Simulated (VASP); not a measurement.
Runs of VASP 6.6.1 on KCl. The structure is that of space group Fm-3m (No. 225), or close to it. The cells are those of the table. 

```tsv
level	cell	smearing	gap on the mesh (eV)	pressure (GPa)
PBE	a = 4.612 Å, angles 60.0°, 2 atoms	fermi-dirac 0.02 eV	4.84	-0.9
r2SCAN	a = 4.392 Å, angles 60.8°, 2 atoms	gaussian 0.01 eV	5.88	(a)
PBE	a = 4.392 Å, angles 60.8°, 2 atoms	fermi-dirac 0.02 eV	5.23	1.2
PBE	a = 4.433, b = 4.433, c = 4.419 Å, angles 60.1, 60.1, 59.8°, 2 atoms	fermi-dirac 0.02 eV	5.24	1.1
r2SCAN	a = 4.612 Å, angles 60.0°, 2 atoms	gaussian 0.01 eV	5.47	-1.6
r2SCAN	a = 4.433, b = 4.433, c = 4.419 Å, angles 60.1, 60.1, 59.8°, 2 atoms	gaussian 0.01 eV	5.88	(b)
```

Alike in all rows: task single point; potentials or basis VASP PAW PBE potentials, release 64 (K_sv, Cl); no spin polarisation; k mesh 8 × 8 × 8; cutoff (eV) 520.

Problem. Fill in the values left out.

Solution. (a) 0.4; (b) 0.3.

Caveats: the PAW data sets were made with another functional, which shifts forces and pressure a little (some runs).

A k mesh can miss the band edges.
